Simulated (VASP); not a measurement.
# SnO2 (P4_2/mnm) in VASP: a series of runs

Runs on SnO2. Level: PBE. Tasks: single point.

Everything below comes from runs of VASP 6.6.1. Logs are shortened: lines on timing, memory, paths and dates and some standing lists are left out, and cuts for length are marked.

**1. The cell of the first run**

It takes space group P4_2/mnm (No. 136, tetragonal). The conventional cell has a = 4.682 Å, b = 4.682 Å, c = 3.313 Å, α = 90.00°, β = 90.00°, γ = 90.00°. Sn (site symmetry mmm) has 6 O at 2.03 to 2.09 Å within 2.7 Å. O (site symmetry m2m) has 3 Sn at 2.03 to 2.09 Å and 1 O at 2.56 Å within 2.7 Å.

**2. Single point, PBE (biaxial strain in the a-b plane: -3.0 %, then relaxed in part)**

Contents of INCAR:

```
ALGO = Normal
EDIFF = 1E-7
ENCUT = 520
GGA = PE
ISIF = 2
ISMEAR = 0
LASPH = T
LCHARG = F
LREAL = F
LWAVE = F
NBANDS = 35
NELM = 80
PREC = Accurate
SIGMA = 0.02
```

Contents of KPOINTS:

```
k-points
0
Gamma
  6 6 8
```

Contents of POSCAR:

```
SnO2
1.0
    4.6823746372      0.0000000000      0.0000000000
    0.0000000000      4.6823746372      0.0000000000
    0.0000000000      0.0000000000      3.3130549253
Sn O
2 4
Direct
    0.5000000000      0.5000000000      0.5000000000
    0.0000000000      0.0000000000      0.0000000000
    0.1929959573      0.8070040427      0.5000000000
    0.8070040427      0.1929959573      0.5000000000
    0.3070040427      0.3070040427      0.0000000000
    0.6929959573      0.6929959573      0.0000000000
```

Potentials or basis: VASP PAW PBE potentials, release 64 (Sn_d, O).

The run is started by

```console
$ cat potpaw_PBE.64/Sn_d/POTCAR potpaw_PBE.64/O/POTCAR > POTCAR
$ mpirun -np 1 vasp_std > vasp.out
```

OUTCAR:

```text
EDIFF = 1E-7
   ENCUT = 520
   GGA = PE
   ISIF = 2
   ISMEAR = 0
   LASPH = T
   LREAL = F
   NELM = 80
   PREC = Accurate

 ion  position               nearest neighbor table
   1  0.500  0.500  0.500-   3 2.03   4 2.03   5 2.09   6 2.09   5 2.09   6 2.09   2 3.70   2 3.70
                             2 3.70   2 3.70   2 3.70   2 3.70   2 3.70   2 3.70
   2  0.000  0.000  0.000-   5 2.03   6 2.03   3 2.09   4 2.09   3 2.09   4 2.09   1 3.70   1 3.70
                             1 3.70   1 3.70   1 3.70   1 3.70   1 3.70   1 3.70
   3  0.193  0.807  0.500-   1 2.03   2 2.09   2 2.09
   4  0.807  0.193  0.500-   1 2.03   2 2.09   2 2.09
   5  0.307  0.307  0.000-   2 2.03   1 2.09   1 2.09
   6  0.693  0.693  0.000-   2 2.03   1 2.09   1 2.09

  LATTYP: Found a simple tetragonal cell.
 ALAT       =     4.6823746372
 C/A-ratio  =     0.7075587030

  Lattice vectors:

 A1 = (   4.6823746372,   0.0000000000,   0.0000000000)
 A2 = (   0.0000000000,   4.6823746372,   0.0000000000)
 A3 = (   0.0000000000,   0.0000000000,   3.3130549253)

Analysis of symmetry for initial positions (statically):
=====================================================================
 Subroutine PRICEL returns:
 Original cell was already a primitive cell.

 Routine SETGRP: Setting up the symmetry group for a
 simple tetragonal supercell.

 Subroutine GETGRP returns: Found 16 space group operations
 (whereof  8 operations were pure point group operations)
 out of a pool of 16 trial point group operations.

The static configuration has the point symmetry D_2h.
 The point group associated with its full space group is D_4h.

Analysis of symmetry for dynamics (positions and initial velocities):
=====================================================================
 Subroutine PRICEL returns:
 Original cell was already a primitive cell.

 Routine SETGRP: Setting up the symmetry group for a
 simple tetragonal supercell.

 Subroutine GETGRP returns: Found 16 space group operations
 (whereof  8 operations were pure point group operations)
 out of a pool of 16 trial point group operations.

The dynamic configuration has the point symmetry D_2h.
 The point group associated with its full space group is D_4h.

 Subroutine INISYM returns: Found 16 space group operations
 (whereof  8 operations are pure point group operations),
 and found     1 'primitive' translations

----------------------------------------------------------------------------------------

                                     Primitive cell

  volume of cell :      72.6375

  direct lattice vectors                    reciprocal lattice vectors
     4.682374637  0.000000000  0.000000000     0.213566850  0.000000000  0.000000000
     0.000000000  4.682374637  0.000000000     0.000000000  0.213566850  0.000000000
     0.000000000  0.000000000  3.313054925     0.000000000  0.000000000  0.301836227

  length of vectors
     4.682374637  4.682374637  3.313054925     0.213566850  0.213566850  0.301836227

  position of ions in fractional coordinates (direct lattice)
     0.500000000  0.500000000  0.500000000
     0.000000000  0.000000000  0.000000000
     0.192995957  0.807004043  0.500000000
     0.807004043  0.192995957  0.500000000
     0.307004043  0.307004043  0.000000000
     0.692995957  0.692995957  0.000000000

  ion indices of the primitive-cell ions
   primitive index   ion index
                 1           1
                 2           2
                 3           3
                 4           4
                 5           5
                 6           6

----------------------------------------------------------------------------------------

 KPOINTS: k-points

Automatic generation of k-mesh.
 Grid dimensions read from file:
 generate k-points for:    6    6    8

 Generating k-lattice:

  Cartesian coordinates                     Fractional coordinates (reciprocal lattice)
     0.035594475  0.000000000  0.000000000     0.166666667  0.000000000  0.000000000
     0.000000000  0.035594475  0.000000000     0.000000000  0.166666667  0.000000000
     0.000000000  0.000000000  0.037729528     0.000000000  0.000000000  0.125000000

  Length of vectors
     0.035594475  0.035594475  0.037729528

  Shift w.r.t. Gamma in fractional coordinates (k-lattice)
     0.000000000  0.000000000  0.000000000

 Subroutine IBZKPT returns following result:
 ===========================================

 Found     50 irreducible k-points:

 Following reciprocal coordinates:
            Coordinates               Weight
  0.000000  0.000000  0.000000      1.000000
  0.166667  0.000000  0.000000      4.000000
  0.333333  0.000000  0.000000      4.000000
  0.500000  0.000000  0.000000      2.000000
  0.166667  0.166667  0.000000      4.000000
  0.333333  0.166667  0.000000      8.000000
[... 16 lines left out ...]
  0.333333  0.000000  0.250000      8.000000
  0.500000  0.000000  0.250000      4.000000
 [... further k-points ...]
   k-points           NKPTS =     50   k-points in BZ     NKDIM =     50   number of bands    NBANDS=     35
   number of dos      NEDOS =    301   number of ions     NIONS =      6
   total plane-waves  NPLWV =  36288
   dimension x,y,z NGX =    36 NGY =   36 NGZ =   28
   dimension x,y,z NGXF=    72 NGYF=   72 NGZF=   56
   ions per type =               2   4
   NGX,Y,Z   is equivalent  to a cutoff of  12.78, 12.78, 14.05 a.u.
   NGXF,Y,Z  is equivalent  to a cutoff of  25.56, 25.56, 28.10 a.u.
 SYSTEM =  unknown system
   PREC   = accura    normal or accurate (medium, high low for compatibility)
   ISTART =      0    job   : 0-new  1-cont  2-samecut
   ICHARG =      2    charge: 1-file 2-atom 10-const
   ISPIN  =      1    spin polarized calculation?
   LNONCOLLINEAR =      F non collinear calculations
   LSORBIT =      F    spin-orbit coupling
   LASPH  =      T    aspherical Exc in radial PAW
   ENCUT  =  520.0 eV  38.22 Ry    6.18 a.u.   8.71  8.71  6.16*2*pi/ulx,y,z
   NELM   =     80;   NELMIN=  2; NELMDL= -5     # of ELM steps
   EDIFF  = 0.1E-06   stopping-criterion for ELM
   LREAL  =      F    real-space projection
   EDIFFG = 0.1E-05   stopping-criterion for IOM
   NSW    =      0    number of steps for IOM
   IBRION =     -1    ionic relax: 0-MD 1-quasi-New 2-CG
   NFREE  =      0    steps in history (QN), initial steepest desc. (CG)
   ISIF   =      2    stress and relaxation
   ISYM   =      2    0-nonsym 1-usesym 2-fastsym
   POTIM  = 0.5000    time-step for ionic-motion
   TEBEG  =    0.0;   TEEND  =   0.0 temperature during run
   PSTRESS=    0.0 pullay stress
   NELECT =      52.0000    total number of electrons
   NUPDOWN=      -1.0000    fix difference up-down
   EMIN   =  10.00;   EMAX   =-10.00  energy-range for DOS
   EFERMI =   0.00;   METHOD = LEGACY
   ISMEAR =     0;   SIGMA  =   0.02  broadening in eV -4-tet -1-fermi 0-gaus
   EFERMI_NEDOS =   21; number of points for ismear=-14 and -15
   IALGO  =     38    algorithm
   IMIX   =      4    mixing-type and parameters
     AMIX     =   0.40;   BMIX     =  1.00
     AMIX_MAG =   1.60;   BMIX_MAG =  1.00
  volume/ion in A,a.u.               =      12.11        81.70
  Fermi-wavevector in a.u.,A,eV,Ry     =   1.464499  2.767501 29.181179  2.144756
  Thomas-Fermi vector in A             =   2.580467
   LORBIT       =      0    0 simple, 1 ext, 2 COOP (PROOUT), +10 PAW based schemes
   GGA     = PE    functional components
   LHFCALC =     F    Hartree Fock is set to
   AEXX    =    0.0000 exact exchange contribution
   IVDW    =     0    specifies the selected vdW correction
   LEPSILON=     F    determine dielectric tensor
   LRPA    =     F    only Hartree local field effects (RPA)
 non-spin polarized calculation
 Gauss-broadening in eV      SIGMA  =   0.02
  energy-cutoff  :      520.00
  volume of cell :       72.64
 maximum number of plane-waves:      1984
 NGX is ok and might be reduce to    36
   NGX = 17   NGY = 17   NGZ = 13

 number of electron      51.9999992 magnetization

 Free energy of the ion-electron system (eV)
  ---------------------------------------------------
  ext. energy  EPLUGINS =         0.00000000
  ---------------------------------------------------
  free energy    TOTEN  =       -37.18008521 eV

  energy without entropy =      -37.18008521  energy(sigma->0) =      -37.18008521

 E-fermi :   6.0903     XC(G=0): -11.2014

 val. band max:        5.9711094534   @ k =   0.0000   0.0000   0.0000
 cond. band min:       6.9033397442   @ k =   0.0000   0.0000   0.0000
 fundamental gap:      0.9322302907
 Fermi energy:         6.0903085861

 k-point     1 :       0.0000    0.0000    0.0000
  band No.  band energies     occupation
      1     -15.0784      2.00000
      2     -14.2512      2.00000
      3     -14.1192      2.00000
      4     -14.0997      2.00000
      5     -14.0922      2.00000
      6     -14.0922      2.00000
[... 27 lines left out ...]
     34      18.2634      0.00000
     35      18.6356      0.00000

 k-point     2 :       0.1667    0.0000    0.0000
  band No.  band energies     occupation
      1     -15.0348      2.00000
      2     -14.3013      2.00000
      3     -14.1281      2.00000
      4     -14.1204      2.00000
      5     -14.0902      2.00000
      6     -14.0901      2.00000
[... 27 lines left out ...]
     34      18.3245      0.00000
     35      18.5801      0.00000

 k-point     3 :       0.3333    0.0000    0.0000
  band No.  band energies     occupation
      1     -14.9076      2.00000
      2     -14.4825      2.00000
      3     -14.1387      2.00000
      4     -14.1242      2.00000
      5     -14.0860      2.00000
      6     -14.0858      2.00000
[... 27 lines left out ...]
     34      18.5090      0.00000
     35      18.5544      0.00000

 k-point     4 :       0.5000    0.0000    0.0000
  band No.  band energies     occupation
      1     -14.7115      2.00000
      2     -14.7115      2.00000
      3     -14.1312      2.00000
      4     -14.1312      2.00000
      5     -14.0837      2.00000
      6     -14.0837      2.00000
[... 27 lines left out ...]
     34      17.9773      0.00000
     35      18.5849      0.00000

 k-point     5 :       0.1667    0.1667    0.0000
  band No.  band energies     occupation
      1     -15.0014      2.00000
      2     -14.3684      2.00000
      3     -14.1389      2.00000
      4     -14.1121      2.00000
      5     -14.0929      2.00000
      6     -14.0855      2.00000
[... 638 lines left out ...]
 k-point    22 :       0.1667    0.0000    0.2500
  band No.  band energies     occupation
      1     -14.8537      2.00000
      2     -14.5317      2.00000
      3     -14.4057      2.00000
      4     -14.1295      2.00000
      5     -14.0322      2.00000
      6     -14.0320      2.00000
[... 27 lines left out ...]
     34      18.0868      0.00000
     35      18.5019      0.00000

 k-point    23 :       0.3333    0.0000    0.2500
  band No.  band energies     occupation
      1     -14.8289      2.00000
      2     -14.6649      2.00000
      3     -14.3108      2.00000
      4     -14.1159      2.00000
      5     -14.0311      2.00000
      6     -14.0282      2.00000
[... 27 lines left out ...]
     34      18.2556      0.00000
     35      18.4600      0.00000

 k-point    24 :       0.5000    0.0000    0.2500
  band No.  band energies     occupation
      1     -14.7679      2.00000
      2     -14.7679      2.00000
      3     -14.1978      2.00000
      4     -14.1978      2.00000
      5     -14.0254      2.00000
      6     -14.0254      2.00000
[... 27 lines left out ...]
     34      18.4078      0.00000
     35      18.4860      0.00000

 [... further k-points ...]

------------------------ aborting loop because EDIFF is reached ----------------------------------------

  FORCE on cell =-STRESS in cart. coord.  units (eV):
  Direction    XX          YY          ZZ          XY          YZ          ZX
  --------------------------------------------------------------------------------------
  -------------------------------------------------------------------------------------
  Total        4.2464909      4.2464909      0.3713993     -0.0000000      0.0000000      0.0000000
  in kB       93.6655376     93.6655376      8.1920154     -0.0000000      0.0000000      0.0000000
  external PRESSURE =      65.1743635 kB  Pullay stress =       0.0000000 kB

 VOLUME and BASIS-vectors are now :
 -----------------------------------------------------------------------------
  energy-cutoff  :      520.00
  volume of cell :       72.64
      direct lattice vectors                 reciprocal lattice vectors
     4.682374637  0.000000000  0.000000000     0.213566850  0.000000000  0.000000000
     0.000000000  4.682374637  0.000000000     0.000000000  0.213566850  0.000000000
     0.000000000  0.000000000  3.313054925     0.000000000  0.000000000  0.301836227

 POSITION                                       TOTAL-FORCE (eV/Angst)
 -----------------------------------------------------------------------------------
      2.34119      2.34119      1.65653         0.000000      0.000000      0.000000
      0.00000      0.00000      0.00000         0.000000      0.000000      0.000000
      0.90368      3.77870      1.65653         0.002334     -0.002334     -0.000000
      3.77870      0.90368      1.65653        -0.002334      0.002334      0.000000
      1.43751      1.43751      0.00000        -0.002334     -0.002334     -0.000000
      3.24487      3.24487      0.00000         0.002334      0.002334      0.000000
 -----------------------------------------------------------------------------------
    total drift:                                0.000000      0.000000      0.000000

  FREE ENERGIE OF THE ION-ELECTRON SYSTEM (eV)
  ---------------------------------------------------
  free  energy   TOTEN  =       -37.1800852054 eV

  energy  without entropy=      -37.1800852054  energy(sigma->0) =      -37.18008521
```

Run time: 55 s. Hardware: 1 thread of Intel Xeon 6975P-C (Granite Rapids), shared host; peak memory 0.23 GiB.

Results:

```
Free energy            : -37.1801 eV
Pressure               : 6.5 GPa
Largest force          : 0.003 eV/Å
Band gap on the k mesh : 0.93 eV, direct
```

Forces in eV/Å, atoms in the order of the input:
```
Sn   0.000  0.000  0.000
Sn   0.000  0.000  0.000
O    0.002 -0.002  0.000
O   -0.002  0.002  0.000
O   -0.002 -0.002  0.000
O    0.002  0.002  0.000
```

Stress tensor (GPa, compression positive):
```
9.37 0.00 0.00
0.00 9.37 0.00
0.00 0.00 0.82
```

Levels at points of the mesh, in eV from the valence-band top:
```
           k point  band 24  band 25  band 26  band 27  band 28  band 29
(0.00, 0.00, 0.00)    -0.70    -0.70     0.00     0.93     5.57     5.92
(0.50, 0.00, 0.00)    -1.27    -0.58    -0.58     4.23     4.23     6.66
(0.50, 0.50, 0.00)    -1.43    -0.77    -0.77     4.50     4.50     7.20
(0.00, 0.00, 0.50)    -1.63    -1.20    -1.20     5.95     5.95     9.77
(0.50, 0.00, 0.50)    -1.02    -0.59    -0.59     6.30     6.30     8.17
(0.50, 0.50, 0.50)    -0.89    -0.72    -0.72     4.77     4.77     8.85
```

Caveat: the cell differs from its parent crystal (biaxial strain in the a-b plane: -3.0 %, then relaxed in part); spin-orbit coupling is left out, which moves the levels of the heavy elements.

**3. Single point, PBE**

Contents of INCAR:

```
SYSTEM = SnO2
  PREC = Accurate
  ENCUT = 520
  EDIFF = 1E-6
  ISMEAR = 0
  SIGMA = 0.02
  LREAL = .FALSE.
  LASPH = .TRUE.
  NELM = 100
  ALGO = Normal
  ISIF = 2
  LWAVE = .FALSE.
  LCHARG = .FALSE.
  GGA = PE
  NBANDS = 35
```

Contents of KPOINTS:

```
Automatic mesh
0
G
  6 6 8
  0 0 0
```

POSCAR is that of step 2.

Potentials or basis: VASP PAW PBE potentials, release 64 (Sn_d, O).

The run is started by

```console
$ cat potpaw_PBE.64/Sn_d/POTCAR potpaw_PBE.64/O/POTCAR > POTCAR
$ mpirun -np 1 vasp_std > vasp.out
```

Run time: 52 s. Hardware: 1 thread of Intel Xeon 6975P-C (Granite Rapids), shared host; peak memory 0.24 GiB.

It converged, with:

```
Free energy            : -37.1801 eV
Pressure               : 6.5 GPa
Largest force          : 0.003 eV/Å
Band gap on the k mesh : 0.93 eV, direct
```

Forces on the atoms (eV/Å):
```
Sn   0.000  0.000  0.000
Sn   0.000  0.000  0.000
O    0.002 -0.002  0.000
O   -0.002  0.002  0.000
O   -0.002 -0.002  0.000
O    0.002  0.002  0.000
```

Stress tensor (GPa, compression positive):
```
9.37 0.00 0.00
0.00 9.37 0.00
0.00 0.00 0.82
```

Levels at points of the mesh, in eV from the valence-band top:
| k point | band 23 | band 24 | band 25 | band 26 | band 27 | band 28 | band 29 | band 30 |
| --- | --- | --- | --- | --- | --- | --- | --- | --- |
| (0.00, 0.00, 0.00) | -1.33 | -0.70 | -0.70 | 0.00 | 0.93 | 5.57 | 5.92 | 5.92 |
| (0.50, 0.00, 0.00) | -1.27 | -1.27 | -0.58 | -0.58 | 4.23 | 4.23 | 6.66 | 6.66 |
| (0.50, 0.50, 0.00) | -1.43 | -1.43 | -0.77 | -0.77 | 4.50 | 4.50 | 7.20 | 7.20 |
| (0.00, 0.00, 0.50) | -1.63 | -1.63 | -1.20 | -1.20 | 5.95 | 5.95 | 9.77 | 9.77 |
| (0.50, 0.00, 0.50) | -1.02 | -1.02 | -0.59 | -0.59 | 6.30 | 6.30 | 8.17 | 8.17 |
| (0.50, 0.50, 0.50) | -0.89 | -0.89 | -0.72 | -0.72 | 4.77 | 4.77 | 8.85 | 8.85 |

Caveat: spin-orbit coupling is left out, which moves the levels of the heavy elements.

(Continued in part 2 of 3.)
